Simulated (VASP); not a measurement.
Wanted: the native input for a VASP 6.6.1 run.

| Item | Value |
| --- | --- |
| Task | single point |
| Functional | PBE |
| Potentials or basis | VASP PAW PBE potentials, release 64 (In_d, As) |
| Cutoff | 520 eV |
| k mesh | 3 × 3 × 3 |
| Occupations | gaussian, width 0.2 eV |
| Spin | no spin polarisation |
| Dipole correction | no |
| Further INCAR settings | ALGO = Fast; EDIFF = 1e-06; NBANDS = 50 |

The structure of In6As lies in POSCAR:

```
In6As
1.0
    6.0615170056      0.0000000000      0.0000000000
   -3.0307585028      5.2494277123      0.0000000000
    0.0000000000      0.0000000000      5.9950790615
In As
6 1
Direct
    0.3333333333      0.6666666667     -0.0008962612
    0.6666666667      0.3333333333      1.0008962612
    0.5000000000      0.0000000000      0.5000000000
    0.0000000000      0.5000000000      0.5000000000
    0.5000000000      0.5000000000      0.5000000000
    0.0000000000      0.0000000000      0.0000000000
    0.0000000000      0.0000000000      0.5000000000
```

The cell was built from a structure type or drawn by symmetry, and may not be a known phase.

The input as run:

INCAR

```
SYSTEM = In6As
PREC = Accurate
ENCUT = 520
EDIFF = 1E-6
ISMEAR = 0
SIGMA = 0.2
LREAL = .FALSE.
LASPH = .TRUE.
NELM = 100
ALGO = Fast
ISIF = 2
LWAVE = .FALSE.
LCHARG = .FALSE.
GGA = PE
NBANDS = 50
```

KPOINTS

```
Automatic mesh
0
G
  3 3 3
  0 0 0
```

Potentials or basis: VASP PAW PBE potentials, release 64 (In_d, As).

Run with:

```sh
$ cat potpaw_PBE.64/In_d/POTCAR potpaw_PBE.64/As/POTCAR > POTCAR
$ mpirun -np 1 vasp_std > vasp.out
```

It gave:

```yaml
Pressure: 0.3 GPa
Largest_force: 0.011 eV/Å
Band_gap_on_the_k_mesh: zero (an odd number of electrons rules out a gap without spin polarisation)
```

Caveat: the k points lie up to 0.40 Å⁻¹ apart, too coarse for converged energies and pressures of a metal; spin-orbit coupling is left out, which moves the levels of the heavy elements.

Run time: 53 s on 1 thread of Intel(R) Xeon(R) 6975P-C (Granite Rapids), with other jobs on the host, peak memory 0.34 GiB.
